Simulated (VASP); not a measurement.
## Ca2Mg3C2: single point with PBE

Ca2Mg3C2:

```
Ca Mg C
1.0
     6.49847   -1.82281    0.00566
     6.49847    1.82281    0.00566
    -6.03772    0.00000    6.77744
Ca Mg C
2 3 2
Direct
  0.57411 0.57411 0.39104
  0.42589 0.42589 0.60896
  0.00000 0.00000 0.00000
  0.26170 0.26170 0.86796
  0.73830 0.73830 0.13204
  0.06150 0.06150 0.58624
  0.93850 0.93850 0.41376
```

```json
{
 "Program": "VASP 6.6.1",
 "Task": "single point",
 "Functional": "PBE",
 "Potentials or basis": "VASP PAW PBE potentials, release 64 (Ca_sv, Mg, C)",
 "Cutoff": "520 eV",
 "k mesh": "10 × 10 × 6",
 "Occupations": "gaussian, width 0.1 eV",
 "Spin": "no spin polarisation",
 "Dipole correction": "no",
 "Further INCAR settings": "ALGO = Normal; EDIFF = 1e-06; NBANDS = 26"
}
```

```json
{
 "Pressure": "0.0 GPa",
 "Largest force": "0.100 eV/Å",
 "Band gap on the k mesh": "zero (bands 17 and 18 overlap by 0.94 eV)"
}
```

Forces in eV/Å, atoms in the order of the input:
```
Ca   0.021  0.000 -0.010
Ca  -0.021  0.000  0.010
Mg   0.000  0.000  0.000
Mg   0.001  0.000 -0.002
Mg  -0.001  0.000  0.002
C    0.037  0.000  0.093
C   -0.037  0.000 -0.093
```

Levels at points of the mesh, in eV from the Fermi level:
```tsv
k point	band 15	band 16	band 17	band 18	band 19	band 20
(0.00, 0.00, 0.00)	-1.71	-1.66	-0.47	0.25	0.94	1.79
(0.50, 0.00, 0.00)	-1.81	-0.61	-0.45	-0.33	0.25	0.38
(0.50, 0.50, 0.00)	-3.04	-1.38	0.61	1.04	1.36	1.69
(0.00, 0.00, 0.50)	-1.81	-1.43	-1.21	1.20	1.39	1.50
(0.50, 0.00, 0.50)	-1.77	-1.43	-0.35	-0.12	0.35	1.09
(0.50, 0.50, 0.50)	-2.34	-1.07	0.03	0.51	1.55	1.83
```

It took 25 min on 1 thread of Intel(R) Xeon(R) Platinum 8259CL CPU @ 2.50GHz (Skylake/Cascade Lake), on a shared host, peak memory 0.92 GiB.
